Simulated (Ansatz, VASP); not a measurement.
## Two plane-wave programs on Ge3Te2O

```
Ge Te O
1.0
     4.00000    0.00000    0.00000
     0.00000    4.00000    0.00000
     0.00000    0.00000   16.30000
Ge Te O
6 4 2
Direct
  0.00000 0.50000 0.58300
  0.00000 0.50000 0.25000
  0.00000 0.50000 0.92300
  0.50000 0.00000 0.07700
  0.50000 0.00000 0.41700
  0.50000 0.00000 0.75000
  0.00000 0.50000 0.41700
  0.00000 0.50000 0.75000
  0.50000 0.00000 0.58300
  0.50000 0.00000 0.25000
  0.50000 0.50000 0.00000
  0.00000 0.00000 0.00000
```

Alike in both runs: task relaxation of cell and atoms; functional PBE; k mesh 3 × 3 × 1; occupations gaussian, width 0.15 eV; no spin polarisation.

```csv
,VASP,Ansatz
version,VASP 6.6.1,Ansatz 0.2.0
potentials or method,"VASP PAW PBE potentials, release 64 (Ge_d, Te, O), cutoff 600 eV","scalar-relativistic, plane waves, PAW"
valence electrons in the cell,120,160
```

|  | VASP | Ansatz | Ansatz less VASP |
| --- | --- | --- | --- |
| gap on the k mesh at the Fermi level, each at its own relaxed structure (eV) | 0.71 | 0.69 | -0.025 |
| relaxed volume (Å³/atom) | 26.18 | 25.58 | -0.598 |
| relaxed length of the cell vector where the two differ most in proportion (Å) | 18.297 | 17.855 | -0.4418 |

VASP's potentials hold 120 valence electrons a cell and Ansatz's 160, so a difference there can come from the potentials and not from the codes.

The k mesh is coarse, so the values compare programs but aren't converged. Neither program's run includes spin-orbit coupling. Noted on VASP's run: the volume moved by over 15 % at a fixed basis, so the end points are rough.
